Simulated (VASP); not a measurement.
# HfF (Fm-3m) in VASP: relaxation of cell and atoms with PBE

Aim: the relaxation of cell and atoms of HfF with PBE.

Everything below comes from runs of VASP 6.6.1. Logs are shortened: lines on timing, memory, paths and dates and some standing lists are left out, and cuts for length are marked.

### Step 1. The cell of the first run

It takes space group Fm-3m (No. 225, cubic). Conventional cell: a = 4.967 Å, b = 4.967 Å, c = 4.967 Å, α = 90.00°, β = 90.00°, γ = 90.00°. Hf (site symmetry m-3m) has 6 F at 2.48 Å within 3.3 Å. Within 3.3 Å of F (site symmetry m-3m) lie 6 Hf at 2.48 Å.

### Step 2. Relaxation of cell and atoms, PBE

INCAR reads:

```
ALGO = Normal
EDIFF = 1E-6
EDIFFG = -0.01
ENCUT = 600
GGA = PE
IBRION = 2
ISIF = 3
ISMEAR = 0
LASPH = True
LCHARG = False
LREAL = False
LWAVE = False
NELM = 100
NSW = 100
PREC = Accurate
SIGMA = 0.1
```

KPOINTS reads:

```
k-points
0
Gamma
  20 20 20
```

POSCAR reads:

```
HfF
1.0
    0.0000000000      2.4837228062      2.4837228062
    2.4837228062      0.0000000000      2.4837228062
    2.4837228062      2.4837228062      0.0000000000
Hf F
1 1
Direct
    0.0000000000      0.0000000000      0.0000000000
    0.5000000000      0.5000000000      0.5000000000
```

Potentials or basis: VASP PAW PBE potentials, release 64 (Hf_pv, F).

Command:

```console
$ cat potpaw_PBE.64/Hf_pv/POTCAR potpaw_PBE.64/F/POTCAR > POTCAR
$ mpirun -np 1 vasp_std > vasp.out
```

OUTCAR:

```text
EDIFF = 1E-6
   EDIFFG = -0.01
   ENCUT = 600
   GGA = PE
   IBRION = 2
   ISIF = 3
   ISMEAR = 0
   LASPH = True
   LREAL = False
   NELM = 100
   NSW = 100
   PREC = Accurate

 ion  position               nearest neighbor table
   1  0.000  0.000  0.000-   2 2.48   2 2.48   2 2.48   2 2.48   2 2.48   2 2.48
   2  0.500  0.500  0.500-   1 2.48   1 2.48   1 2.48   1 2.48   1 2.48   1 2.48

  LATTYP: Found a face centered cubic cell.
 ALAT       =     4.9674456124

  Lattice vectors:

 A1 = (   0.0000000000,   2.4837228062,   2.4837228062)
 A2 = (   2.4837228062,   0.0000000000,   2.4837228062)
 A3 = (   2.4837228062,   2.4837228062,   0.0000000000)

Analysis of symmetry for initial positions (statically):
=====================================================================
 Subroutine PRICEL returns:
 Original cell was already a primitive cell.

 Routine SETGRP: Setting up the symmetry group for a
 face centered cubic supercell.

 Subroutine GETGRP returns: Found 48 space group operations
 (whereof 48 operations were pure point group operations)
 out of a pool of 48 trial point group operations.

The static configuration has the point symmetry O_h .

Analysis of symmetry for dynamics (positions and initial velocities):
=====================================================================
 Subroutine PRICEL returns:
 Original cell was already a primitive cell.

 Routine SETGRP: Setting up the symmetry group for a
 face centered cubic supercell.

 Subroutine GETGRP returns: Found 48 space group operations
 (whereof 48 operations were pure point group operations)
 out of a pool of 48 trial point group operations.

The dynamic configuration has the point symmetry O_h .

 Subroutine INISYM returns: Found 48 space group operations
 (whereof 48 operations are pure point group operations),
 and found     1 'primitive' translations

----------------------------------------------------------------------------------------

                                     Primitive cell

  volume of cell :      30.6436

  direct lattice vectors                    reciprocal lattice vectors
     0.000000000  2.483722806  2.483722806    -0.201310709  0.201310709  0.201310709
     2.483722806  0.000000000  2.483722806     0.201310709 -0.201310709  0.201310709
     2.483722806  2.483722806  0.000000000     0.201310709  0.201310709 -0.201310709

  length of vectors
     3.512514478  3.512514478  3.512514478     0.348680377  0.348680377  0.348680377

  position of ions in fractional coordinates (direct lattice)
     0.000000000  0.000000000  0.000000000
     0.500000000  0.500000000  0.500000000

  ion indices of the primitive-cell ions
   primitive index   ion index
                 1           1
                 2           2

----------------------------------------------------------------------------------------

 KPOINTS: k-points

Automatic generation of k-mesh.
 Grid dimensions read from file:
 generate k-points for:   20   20   20

 Generating k-lattice:

  Cartesian coordinates                     Fractional coordinates (reciprocal lattice)
    -0.010065535  0.010065535  0.010065535     0.050000000  0.000000000  0.000000000
     0.010065535 -0.010065535  0.010065535     0.000000000  0.050000000  0.000000000
     0.010065535  0.010065535 -0.010065535     0.000000000  0.000000000  0.050000000

  Length of vectors
     0.017434019  0.017434019  0.017434019

  Shift w.r.t. Gamma in fractional coordinates (k-lattice)
     0.000000000  0.000000000  0.000000000

 Subroutine IBZKPT returns following result:
 ===========================================

 Found    256 irreducible k-points:

 Following reciprocal coordinates:
            Coordinates               Weight
  0.000000  0.000000  0.000000      1.000000
  0.050000  0.000000  0.000000      8.000000
  0.100000  0.000000  0.000000      8.000000
  0.150000  0.000000  0.000000      8.000000
  0.200000  0.000000  0.000000      8.000000
  0.250000  0.000000  0.000000      8.000000
[... 16 lines left out ...]
 -0.400000  0.050000  0.000000     24.000000
 -0.350000  0.050000  0.000000     24.000000
 [... further k-points ...]
   k-points           NKPTS =    256   k-points in BZ     NKDIM =    256   number of bands    NBANDS=     12
   number of dos      NEDOS =    301   number of ions     NIONS =      2
   total plane-waves  NPLWV =  21952
   dimension x,y,z NGX =    28 NGY =   28 NGZ =   28
   dimension x,y,z NGXF=    56 NGYF=   56 NGZF=   56
   ions per type =               1   1
   NGX,Y,Z   is equivalent  to a cutoff of  13.25, 13.25, 13.25 a.u.
   NGXF,Y,Z  is equivalent  to a cutoff of  26.50, 26.50, 26.50 a.u.
 SYSTEM =  unknown system
   PREC   = accura    normal or accurate (medium, high low for compatibility)
   ISTART =      0    job   : 0-new  1-cont  2-samecut
   ICHARG =      2    charge: 1-file 2-atom 10-const
   ISPIN  =      1    spin polarized calculation?
   LNONCOLLINEAR =      F non collinear calculations
   LSORBIT =      F    spin-orbit coupling
   LASPH  =      T    aspherical Exc in radial PAW
   ENCUT  =  600.0 eV  44.10 Ry    6.64 a.u.   7.02  7.02  7.02*2*pi/ulx,y,z
   NELM   =    100;   NELMIN=  2; NELMDL= -5     # of ELM steps
   EDIFF  = 0.1E-05   stopping-criterion for ELM
   LREAL  =      F    real-space projection
   EDIFFG = -.1E-01   stopping-criterion for IOM
   NSW    =    100    number of steps for IOM
   IBRION =      2    ionic relax: 0-MD 1-quasi-New 2-CG
   NFREE  =      1    steps in history (QN), initial steepest desc. (CG)
   ISIF   =      3    stress and relaxation
   ISYM   =      2    0-nonsym 1-usesym 2-fastsym
   POTIM  = 0.5000    time-step for ionic-motion
   TEBEG  =    0.0;   TEEND  =   0.0 temperature during run
   PSTRESS=    0.0 pullay stress
   NELECT =      17.0000    total number of electrons
   NUPDOWN=      -1.0000    fix difference up-down
   EMIN   =  10.00;   EMAX   =-10.00  energy-range for DOS
   EFERMI =   0.00;   METHOD = LEGACY
   ISMEAR =     0;   SIGMA  =   0.10  broadening in eV -4-tet -1-fermi 0-gaus
   EFERMI_NEDOS =   21; number of points for ismear=-14 and -15
   IALGO  =     38    algorithm
   IMIX   =      4    mixing-type and parameters
     AMIX     =   0.40;   BMIX     =  1.00
     AMIX_MAG =   1.60;   BMIX_MAG =  1.00
  volume/ion in A,a.u.               =      15.32       103.40
  Fermi-wavevector in a.u.,A,eV,Ry     =   1.345173  2.542008 24.619597  1.809489
  Thomas-Fermi vector in A             =   2.473107
   LORBIT       =      0    0 simple, 1 ext, 2 COOP (PROOUT), +10 PAW based schemes
   GGA     = PE    functional components
   LHFCALC =     F    Hartree Fock is set to
   AEXX    =    0.0000 exact exchange contribution
   IVDW    =     0    specifies the selected vdW correction
   LEPSILON=     F    determine dielectric tensor
   LRPA    =     F    only Hartree local field effects (RPA)
 conjugate gradient relaxation of ions
 non-spin polarized calculation
 Gauss-broadening in eV      SIGMA  =   0.10
  energy-cutoff  :      600.00
  volume of cell :       30.64
 maximum number of plane-waves:      1036
   NGX = 13   NGY = 13   NGZ = 13

--------------------------------------- Ionic step        1  -------------------------------------------

 number of electron      17.0000000 magnetization

 Free energy of the ion-electron system (eV)
  ---------------------------------------------------
  ext. energy  EPLUGINS =         0.00000000
  ---------------------------------------------------
  free energy    TOTEN  =       -13.82379440 eV

  energy without entropy =      -13.81557093  energy(sigma->0) =      -13.81968266

------------------------ aborting loop because EDIFF is reached ----------------------------------------

  FORCE on cell =-STRESS in cart. coord.  units (eV):
  Direction    XX          YY          ZZ          XY          YZ          ZX
  --------------------------------------------------------------------------------------
  -------------------------------------------------------------------------------------
  Total       -0.7982179     -0.7982179     -0.7982179      0.0000000     -0.0000000      0.0000000
  in kB      -41.7342569    -41.7342569    -41.7342569      0.0000000     -0.0000000      0.0000000
  external PRESSURE =     -41.7342569 kB  Pullay stress =       0.0000000 kB

 VOLUME and BASIS-vectors are now :
 -----------------------------------------------------------------------------
  energy-cutoff  :      600.00
  volume of cell :       30.64
      direct lattice vectors                 reciprocal lattice vectors
     0.000000000  2.483722806  2.483722806    -0.201310709  0.201310709  0.201310709
     2.483722806  0.000000000  2.483722806     0.201310709 -0.201310709  0.201310709
     2.483722806  2.483722806  0.000000000     0.201310709  0.201310709 -0.201310709
[... 37 lines left out ...]
 POSITION                                       TOTAL-FORCE (eV/Angst)
 -----------------------------------------------------------------------------------
      0.00000      2.43590      2.43590         0.000000      0.000000      0.000000
      2.43590      2.43590      2.43590         0.000000     -0.000000     -0.000000
 -----------------------------------------------------------------------------------
    total drift:                                0.000000      0.000000      0.000000

  FREE ENERGIE OF THE ION-ELECTRON SYSTEM (eV)
  ---------------------------------------------------
  free  energy   TOTEN  =       -13.8387470181 eV

  energy  without entropy=      -13.8310138884  energy(sigma->0) =      -13.83488045

--------------------------------------- Ionic step        3  -------------------------------------------

 number of electron      17.0000011 magnetization

 Free energy of the ion-electron system (eV)
  ---------------------------------------------------
  ext. energy  EPLUGINS =         0.00000000
  ---------------------------------------------------
  free energy    TOTEN  =       -13.84113586 eV

  energy without entropy =      -13.83307939  energy(sigma->0) =      -13.83710763

 E-fermi :   6.2104     XC(G=0): -11.4443

 val. band max:        6.2040262028   @ k =  -0.3500   0.3500   0.1500
 cond. band min:       6.2122197422   @ k =  -0.3000   0.3500   0.1000
 fundamental gap:      0.0081935394
 Fermi energy:         6.2103511205

 k-point     1 :       0.0000    0.0000    0.0000
  band No.  band energies     occupation
      1     -25.6965      2.00000
      2     -25.6965      2.00000
      3     -25.6965      2.00000
      4     -20.6563      2.00000
      5      -1.7323      2.00000
      6      -1.7323      2.00000
      7      -1.7323      2.00000
      8       1.9504      2.00000
      9       6.0410      1.98335
     10       6.0411      1.98335
     11       6.0411      1.98334
     12       7.8213      0.00000

 k-point     2 :       0.0500    0.0000    0.0000
  band No.  band energies     occupation
      1     -25.7096      2.00000
      2     -25.6975      2.00000
      3     -25.6975      2.00000
      4     -20.6434      2.00000
      5      -1.8117      2.00000
      6      -1.7553      2.00000
      7      -1.7553      2.00000
      8       2.0786      2.00000
      9       6.0160      1.99402
     10       6.0846      1.92470
     11       6.0846      1.92469
     12       7.8703      0.00000
[... 316 lines left out ...]
 k-point    24 :      -0.3500    0.0500    0.0000
  band No.  band energies     occupation
      1     -26.1041      2.00000
      2     -25.7394      2.00000
      3     -25.7265      2.00000
      4     -20.2560      2.00000
      5      -3.4303      2.00000
      6      -2.4587      2.00000
      7      -2.3879      2.00000
      8       5.4246      2.00000
      9       6.5799      0.00000
     10       7.6516      0.00000
     11       7.8278      0.00000
     12       9.8903      0.00000

 [... further k-points ...]

------------------------ aborting loop because EDIFF is reached ----------------------------------------

  FORCE on cell =-STRESS in cart. coord.  units (eV):
  Direction    XX          YY          ZZ          XY          YZ          ZX
  --------------------------------------------------------------------------------------
  -------------------------------------------------------------------------------------
  Total       -0.0013852     -0.0013852     -0.0013852     -0.0000000     -0.0000000      0.0000000
  in kB       -0.0755910     -0.0755910     -0.0755910     -0.0000000     -0.0000000      0.0000000
  external PRESSURE =      -0.0755910 kB  Pullay stress =       0.0000000 kB

 VOLUME and BASIS-vectors are now :
 -----------------------------------------------------------------------------
  energy-cutoff  :      600.00
  volume of cell :       29.36
      direct lattice vectors                 reciprocal lattice vectors
     0.000000000  2.448519208  2.448519208    -0.204205055  0.204205055  0.204205055
     2.448519208 -0.000000000  2.448519208     0.204205055 -0.204205055  0.204205055
     2.448519208  2.448519208  0.000000000     0.204205055  0.204205055 -0.204205055

 POSITION                                       TOTAL-FORCE (eV/Angst)
 -----------------------------------------------------------------------------------
      0.00000      0.00000      0.00000        -0.000000      0.000000      0.000000
      2.44852      2.44852      2.44852         0.000000     -0.000000     -0.000000
 -----------------------------------------------------------------------------------
    total drift:                                0.000000      0.000000      0.000000

  FREE ENERGIE OF THE ION-ELECTRON SYSTEM (eV)
  ---------------------------------------------------
  free  energy   TOTEN  =       -13.8411358562 eV

  energy  without entropy=      -13.8330793941  energy(sigma->0) =      -13.83710763

 reached required accuracy - stopping structural energy minimisation
```

It took 91 s on 1 thread of Intel Xeon 6975P-C (Granite Rapids), shared host; peak memory 0.27 GiB.

Results:

```yaml
Free_energy: -13.8411 eV
Relaxed_volume: 14.68 Å³/atom
Relaxed_cell: a = 3.463 Å, b = 3.463 Å, c = 3.463 Å, α = 60.00°, β = 60.00°, γ = 60.00°
Space_group_after_relaxing_to_0.1_Å: Fm-3m (No. 225)
Energy_gained_by_relaxing: 8.7 meV/atom
Ionic_steps: 3
Pressure_after_relaxing: 0.0 GPa
Band_gap_on_the_k_mesh: zero (an odd number of electrons rules out a gap without spin polarisation)
```

The path:
```tsv
step	energy change (eV)	largest force (eV/Å)	pressure (GPa)	volume (Å³)
1	0.0000	0.0000	-4.17	30.64
2	-0.0150	0.0000	1.70	28.91
3	-0.0173	0.0000	-0.01	29.36
```

Final structure:
```xyz
2
Lattice="0.0000 2.4485 2.4485 2.4485 0.0000 2.4485 2.4485 2.4485 0.0000" Properties=species:S:1:pos:R:3 pbc="T T T"
Hf    0.0000    0.0000    0.0000
F     2.4485    2.4485    2.4485
```

Caveat: spin-orbit coupling is left out, which moves the levels of the heavy elements; an odd number of electrons without spin polarisation forces a metal; a magnetic or distorted state may lie lower.
